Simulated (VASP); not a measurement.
Input of a VASP 6.6.1 run:

INCAR

```
ALGO     = Normal         # electronic algorithm
EDIFF    = 1E-7           # SCF threshold, eV
ENCUT    = 520            # plane-wave cutoff, eV
GGA      = PE             # functional
ISIF     = 2              # what is computed and relaxed
ISMEAR   = 0              # smearing method
ISPIN    = 2              # spin polarisation
LASPH    = T              # aspherical terms in the spheres
LCHARG   = F              # write CHGCAR
LMAXMIX  = 4              # l up to which the mixer works
LORBIT   = 11             # projections on sites
LREAL    = F              # projectors in reciprocal space
LWAVE    = F              # write WAVECAR
MAGMOM   = 0.78 -0.78 0 0 0 0 0 0 # initial moments
NBANDS   = 46             # bands
NELM     = 150            # most SCF steps
PREC     = Accurate       # precision mode
SIGMA    = 0.05           # smearing width, eV
```

Contents of KPOINTS:

```
k-points
0
Gamma
  10 10 5
```

POSCAR

```
CuF3
1.0
    3.8148712628      0.0000000000      3.8148712628
    0.0000000000      3.8148712628      3.8148712628
    0.0000000000      0.0000000000      7.6297425256
Cu F
2 6
Direct
    0.0000000000      0.0000000000      0.0000000000
    0.0000000000      0.0000000000      0.5000000000
    0.5000000000      0.0000000000      0.7500000000
    0.0000000000      0.0000000000      0.2500000000
    0.0000000000      0.5000000000      0.7500000000
    0.5000000000      0.0000000000      0.2500000000
    0.0000000000      0.0000000000      0.7500000000
    0.0000000000      0.5000000000      0.2500000000
```

Potentials or basis: VASP PAW PBE potentials, release 64 (Cu, F).

Command:

```sh
$ cat potpaw_PBE.64/Cu/POTCAR potpaw_PBE.64/F/POTCAR > POTCAR
$ mpirun -np 1 vasp_std > vasp.out
```

(1) What does it give for the pressure?

(2) Predict the net moment.

Results:

(1) -1.5 GPa.

(2) 0.00 μB per cell.
